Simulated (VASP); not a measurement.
Input of a VASP 6.6.1 run:

File INCAR:

```
SYSTEM = AlN
PREC = Accurate
ENCUT = 600
EDIFF = 1E-8
ISMEAR = 0
SIGMA = 0.01
LREAL = .False.
LASPH = .True.
NELM = 100
ALGO = Normal
ISIF = 3
LWAVE = .False.
LCHARG = .False.
IBRION = 6
NFREE = 2
POTIM = 0.015
NSW = 1
```

Contents of KPOINTS:

```
Automatic mesh
0
Gamma
  10 10 10
  0 0 0
```

File POSCAR:

```
AlN
1.0
    0.0000000000      2.1678255654      2.1678255654
    2.1678255654      0.0000000000      2.1678255654
    2.1678255654      2.1678255654      0.0000000000
Al N
1 1
Direct
    0.0000000000      0.0000000000      0.0000000000
    0.2500000000      0.2500000000      0.2500000000
```

Potentials or basis: VASP PAW LDA potentials, release 64 (Al, N).

Launch:

```sh
$ cat potpaw_LDA.64/Al/POTCAR potpaw_LDA.64/N/POTCAR > POTCAR
$ mpirun -np 1 vasp_std > vasp.out
```

Task: Predict the elastic constants C11, C12, C44.

Result: 303, 171, 189 GPa.

Task: Estimate the Voigt bulk modulus.

Result: 215 GPa.

Task: What does it give for the highest phonon frequency at Γ, LO-TO splitting left out?

Result: 675 cm⁻¹.

Clamped-ion elastic tensor (GPa):
```
303 171 171   0   0   0
171 303 171   0   0   0
171 171 303   0   0   0
  0   0   0 240   0   0
  0   0   0   0 240   0
  0   0   0   0   0 240
```

Caveat: the cell is under stress, which shifts elastic constants.
